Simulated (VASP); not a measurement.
# Bi (R-3m) in VASP: single point with PBE

Aim: the single point of Bi with PBE.

Everything below comes from runs of VASP 6.6.1. Logs are shortened: lines on timing, memory, paths and dates and some standing lists are left out, and cuts for length are marked.

### 1 The cell of the first run

Symmetry: R-3m, No. 166, trigonal system. The conventional cell has a = 4.455 Å, b = 4.455 Å, c = 11.862 Å, α = 90.00°, β = 90.00°, γ = 120.00°. Bi (site symmetry 3m) has 6 Bi at 3.03 to 3.49 Å within 4.0 Å.

### 2 Single point, PBE (equal xx and yy strain of -2 %)

INCAR reads:

```
SYSTEM = Bi
ALGO = Normal ; EDIFF = 1E-6
ENCUT = 520 ; GGA = PE
ISIF = 2 ; ISMEAR = -1
LASPH = .True. ; LCHARG = .False.
LREAL = .False. ; LWAVE = .False.
NBANDS = 22 ; NELM = 100
PREC = Accurate ; SIGMA = 0.03
```

KPOINTS reads:

```
k-points
0
Gamma
  11 11 11
  0 0 0
```

POSCAR reads:

```
Bi
1.0
    2.2275396848      1.2860706367      3.9540000000
   -2.2275396848      1.2860706367      3.9540000000
    0.0000000000     -2.5721412733      3.9540000000
Bi
2
Direct
    0.2338900000      0.2338900000      0.2338900000
    0.7661100000      0.7661100000      0.7661100000
```

Potentials or basis: VASP PAW PBE potentials, release 64 (Bi_d).

Command:

```sh
cat potpaw_PBE.64/Bi_d/POTCAR > POTCAR
mpirun -np 1 vasp_std > vasp.out
```

OUTCAR:

```text
SYSTEM = Bi
   EDIFF = 1E-6
   ENCUT = 520
   GGA = PE
   ISIF = 2
   ISMEAR = -1
   LASPH = .True.
   LREAL = .False.
   NELM = 100
   PREC = Accurate

 ion  position               nearest neighbor table
   1  0.234  0.234  0.234-   2 3.03   2 3.03   2 3.03   2 3.49   2 3.49   2 3.49
   2  0.766  0.766  0.766-   1 3.03   1 3.03   1 3.03   1 3.49   1 3.49   1 3.49

  LATTYP: Found a trigonal (rhomboedric) cell.
 ALAT       =     4.7169933994
 COS(alpha) =     0.5539840821

  Lattice vectors:

 A1 = (   2.2275396848,   1.2860706367,   3.9540000000)
 A2 = (  -2.2275396848,   1.2860706367,   3.9540000000)
 A3 = (   0.0000000000,  -2.5721412733,   3.9540000000)

Analysis of symmetry for initial positions (statically):
=====================================================================
 Subroutine PRICEL returns:
 Original cell was already a primitive cell.

 Routine SETGRP: Setting up the symmetry group for a
 trigonal (rhombohedral) supercell.

 Subroutine GETGRP returns: Found 12 space group operations
 (whereof 12 operations were pure point group operations)
 out of a pool of 12 trial point group operations.

The static configuration has the point symmetry D_3d.

Analysis of symmetry for dynamics (positions and initial velocities):
=====================================================================
 Subroutine PRICEL returns:
 Original cell was already a primitive cell.

 Routine SETGRP: Setting up the symmetry group for a
 trigonal (rhombohedral) supercell.

 Subroutine GETGRP returns: Found 12 space group operations
 (whereof 12 operations were pure point group operations)
 out of a pool of 12 trial point group operations.

The dynamic configuration has the point symmetry D_3d.

 Subroutine INISYM returns: Found 12 space group operations
 (whereof 12 operations are pure point group operations),
 and found     1 'primitive' translations

----------------------------------------------------------------------------------------

                                     Primitive cell

  volume of cell :      67.9639

  direct lattice vectors                    reciprocal lattice vectors
     2.227539685  1.286070637  3.954000000     0.224462892  0.129593711  0.084302816
    -2.227539685  1.286070637  3.954000000    -0.224462892  0.129593711  0.084302816
     0.000000000 -2.572141273  3.954000000     0.000000000 -0.259187422  0.084302816

  length of vectors
     4.716993399  4.716993399  4.716993399     0.272552903  0.272552903  0.272552903

  position of ions in fractional coordinates (direct lattice)
     0.233890000  0.233890000  0.233890000
     0.766110000  0.766110000  0.766110000

  ion indices of the primitive-cell ions
   primitive index   ion index
                 1           1
                 2           2

----------------------------------------------------------------------------------------

 KPOINTS: k-points

Automatic generation of k-mesh.
 Grid dimensions read from file:
 generate k-points for:   11   11   11

 Generating k-lattice:

  Cartesian coordinates                     Fractional coordinates (reciprocal lattice)
     0.020405717  0.011781246  0.007663892     0.090909091  0.000000000 -0.000000000
    -0.020405717  0.011781246  0.007663892     0.000000000  0.090909091 -0.000000000
     0.000000000 -0.023562493  0.007663892     0.000000000  0.000000000  0.090909091

  Length of vectors
     0.024777537  0.024777537  0.024777537

  Shift w.r.t. Gamma in fractional coordinates (k-lattice)
     0.000000000  0.000000000  0.000000000

 Subroutine IBZKPT returns following result:
 ===========================================

 Found    146 irreducible k-points:

 Following reciprocal coordinates:
            Coordinates               Weight
  0.000000  0.000000  0.000000      1.000000
  0.090909  0.000000  0.000000      6.000000
  0.181818 -0.000000  0.000000      6.000000
  0.272727  0.000000  0.000000      6.000000
  0.363636 -0.000000  0.000000      6.000000
  0.454545  0.000000  0.000000      6.000000
[... 16 lines left out ...]
 -0.272727  0.181818  0.000000     12.000000
 -0.181818  0.181818  0.000000      6.000000
 [... further k-points ...]
   k-points           NKPTS =    146   k-points in BZ     NKDIM =    146   number of bands    NBANDS=     22
   number of dos      NEDOS =    301   number of ions     NIONS =      2
   total plane-waves  NPLWV =  46656
   dimension x,y,z NGX =    36 NGY =   36 NGZ =   36
   dimension x,y,z NGXF=    72 NGYF=   72 NGZF=   72
   ions per type =               2
   NGX,Y,Z   is equivalent  to a cutoff of  12.69, 12.69, 12.69 a.u.
   NGXF,Y,Z  is equivalent  to a cutoff of  25.38, 25.38, 25.38 a.u.
 SYSTEM =  Bi
   PREC   = accura    normal or accurate (medium, high low for compatibility)
   ISTART =      0    job   : 0-new  1-cont  2-samecut
   ICHARG =      2    charge: 1-file 2-atom 10-const
   ISPIN  =      1    spin polarized calculation?
   LNONCOLLINEAR =      F non collinear calculations
   LSORBIT =      F    spin-orbit coupling
   LASPH  =      T    aspherical Exc in radial PAW
   ENCUT  =  520.0 eV  38.22 Ry    6.18 a.u.   8.77  8.77  8.77*2*pi/ulx,y,z
   NELM   =    100;   NELMIN=  2; NELMDL= -5     # of ELM steps
   EDIFF  = 0.1E-05   stopping-criterion for ELM
   LREAL  =      F    real-space projection
   EDIFFG = 0.1E-04   stopping-criterion for IOM
   NSW    =      0    number of steps for IOM
   IBRION =     -1    ionic relax: 0-MD 1-quasi-New 2-CG
   NFREE  =      0    steps in history (QN), initial steepest desc. (CG)
   ISIF   =      2    stress and relaxation
   ISYM   =      2    0-nonsym 1-usesym 2-fastsym
   POTIM  = 0.5000    time-step for ionic-motion
   TEBEG  =    0.0;   TEEND  =   0.0 temperature during run
   PSTRESS=    0.0 pullay stress
   NELECT =      30.0000    total number of electrons
   NUPDOWN=      -1.0000    fix difference up-down
   EMIN   =  10.00;   EMAX   =-10.00  energy-range for DOS
   EFERMI =   0.00;   METHOD = LEGACY
   ISMEAR =    -1;   SIGMA  =   0.03  broadening in eV -4-tet -1-fermi 0-gaus
   EFERMI_NEDOS =   21; number of points for ismear=-14 and -15
   IALGO  =     38    algorithm
   IMIX   =      4    mixing-type and parameters
     AMIX     =   0.40;   BMIX     =  1.00
     AMIX_MAG =   1.60;   BMIX_MAG =  1.00
  volume/ion in A,a.u.               =      33.98       229.32
  Fermi-wavevector in a.u.,A,eV,Ry     =   1.246491  2.355527 21.139917  1.553740
  Thomas-Fermi vector in A             =   2.380666
   LORBIT       =      0    0 simple, 1 ext, 2 COOP (PROOUT), +10 PAW based schemes
   GGA     = PE    functional components
   LHFCALC =     F    Hartree Fock is set to
   AEXX    =    0.0000 exact exchange contribution
   IVDW    =     0    specifies the selected vdW correction
   LEPSILON=     F    determine dielectric tensor
   LRPA    =     F    only Hartree local field effects (RPA)
 non-spin polarized calculation
  energy-cutoff  :      520.00
  volume of cell :       67.96
 maximum number of plane-waves:      1844
   NGX = 17   NGY = 17   NGZ = 17

 number of electron      30.0000005 magnetization

 Free energy of the ion-electron system (eV)
  ---------------------------------------------------
  ext. energy  EPLUGINS =         0.00000000
  ---------------------------------------------------
  free energy    TOTEN  =        -7.70719307 eV

  energy without entropy =       -7.70666985  energy(sigma->0) =       -7.70693146

 E-fermi :   6.7845     XC(G=0):  -9.6889

 val. band max:        6.7525974212   @ k =   0.2727   0.2727   0.1818
 cond. band min:       6.7990227473   @ k =   0.3636   0.1818   0.1818
 fundamental gap:      0.0464253262
 Fermi energy:         6.7844693308

 k-point     1 :       0.0000    0.0000    0.0000
  band No.  band energies     occupation
      1     -16.2465      2.00000
      2     -16.2465      2.00000
      3     -16.0767      2.00000
      4     -16.0767      2.00000
      5     -16.0619      2.00000
      6     -15.8671      2.00000
[... 14 lines left out ...]
     21      12.6451      0.00000
     22      13.0130      0.00000

 k-point     2 :       0.0909    0.0000    0.0000
  band No.  band energies     occupation
      1     -16.2399      2.00000
      2     -16.2379      2.00000
      3     -16.0739      2.00000
      4     -16.0715      2.00000
      5     -16.0574      2.00000
      6     -15.8712      2.00000
[... 14 lines left out ...]
     21      12.7197      0.00000
     22      13.7046      0.00000

 k-point     3 :       0.1818   -0.0000    0.0000
  band No.  band energies     occupation
      1     -16.2212      2.00000
      2     -16.2127      2.00000
      3     -16.0666      2.00000
      4     -16.0563      2.00000
      5     -16.0434      2.00000
      6     -15.8848      2.00000
[... 14 lines left out ...]
     21      13.0892      0.00000
     22      15.1583      0.00000

 k-point     4 :       0.2727    0.0000    0.0000
  band No.  band energies     occupation
      1     -16.1937      2.00000
      2     -16.1731      2.00000
      3     -16.0571      2.00000
      4     -16.0331      2.00000
      5     -16.0205      2.00000
      6     -15.9090      2.00000
[... 14 lines left out ...]
     21      13.8098      0.00000
     22      16.7908      0.00000

 k-point     5 :       0.3636   -0.0000    0.0000
  band No.  band energies     occupation
      1     -16.1640      2.00000
      2     -16.1230      2.00000
      3     -16.0480      2.00000
      4     -16.0052      2.00000
      5     -15.9930      2.00000
      6     -15.9415      2.00000
[... 417 lines left out ...]
 k-point    22 :      -0.3636    0.1818    0.0000
  band No.  band energies     occupation
      1     -16.1753      2.00000
      2     -16.0412      2.00000
      3     -16.0287      2.00000
      4     -16.0217      2.00000
      5     -15.9860      2.00000
      6     -15.9546      2.00000
[... 14 lines left out ...]
     21      14.7981      0.00000
     22      17.0041      0.00000

 k-point    23 :      -0.2727    0.1818    0.0000
  band No.  band energies     occupation
      1     -16.1942      2.00000
      2     -16.0818      2.00000
      3     -16.0432      2.00000
      4     -16.0234      2.00000
      5     -15.9747      2.00000
      6     -15.9602      2.00000
[... 14 lines left out ...]
     21      15.7455      0.00000
     22      16.5720      0.00000

 k-point    24 :      -0.1818    0.1818    0.0000
  band No.  band energies     occupation
      1     -16.2117      2.00000
      2     -16.1331      2.00000
      3     -16.0534      2.00000
      4     -16.0421      2.00000
      5     -15.9930      2.00000
      6     -15.9361      2.00000
[... 14 lines left out ...]
     21      14.9036      0.00000
     22      15.4473      0.00000

 [... further k-points ...]
[... 5 lines left out ...]
  --------------------------------------------------------------------------------------
  -------------------------------------------------------------------------------------
  Total        1.8516390      1.8516390      1.5125850      0.0000000      0.0000000      0.0000000
  in kB       43.6504497     43.6504497     35.6576052      0.0000000      0.0000000      0.0000000
  external PRESSURE =      40.9861682 kB  Pullay stress =       0.0000000 kB

 VOLUME and BASIS-vectors are now :
 -----------------------------------------------------------------------------
  energy-cutoff  :      520.00
  volume of cell :       67.96
      direct lattice vectors                 reciprocal lattice vectors
     2.227539685  1.286070637  3.954000000     0.224462892  0.129593711  0.084302816
    -2.227539685  1.286070637  3.954000000    -0.224462892  0.129593711  0.084302816
     0.000000000 -2.572141273  3.954000000     0.000000000 -0.259187422  0.084302816

 POSITION                                       TOTAL-FORCE (eV/Angst)
 -----------------------------------------------------------------------------------
      0.00000      0.00000      2.77440         0.000000      0.000000      0.376861
      0.00000      0.00000      9.08760         0.000000     -0.000000     -0.376861
 -----------------------------------------------------------------------------------
    total drift:                                0.000000     -0.000000      0.000000

  FREE ENERGIE OF THE ION-ELECTRON SYSTEM (eV)
  ---------------------------------------------------
  free  energy   TOTEN  =        -7.7071930716 eV

  energy  without entropy=       -7.7066698457  energy(sigma->0) =       -7.70693146
```

Run time: 2.4 min. Hardware: 1 thread of Intel Xeon Platinum 8375C at 2.90GHz (Ice Lake), shared host; peak memory 0.31 GiB.

What came out:

| Item | Value |
| --- | --- |
| Free energy | -7.7072 eV |
| Pressure | 4.1 GPa |
| Largest force | 0.377 eV/Å |
| Band gap on the k mesh | zero (bands 15 and 16 overlap by 0.13 eV) |

Forces on the atoms (eV/Å):
```
Bi   0.000  0.000  0.377
Bi   0.000  0.000 -0.377
```

Levels at points of the mesh, in eV from the Fermi level:
```
           k point  band 11  band 12  band 13  band 14  band 15  band 16  band 17  band 18  band 19  band 20
(0.00, 0.00, 0.00)   -13.38    -7.36    -1.72    -1.22    -1.22     2.50     3.00     3.00     5.60     5.86
```

Caveat: the cell differs from its parent crystal (equal xx and yy strain of -2 %); the cell stands under pressure; spin-orbit coupling is left out, which moves the levels of the heavy elements.

The gap in the log of VASP goes by the Fermi energy; the results here count the filled bands.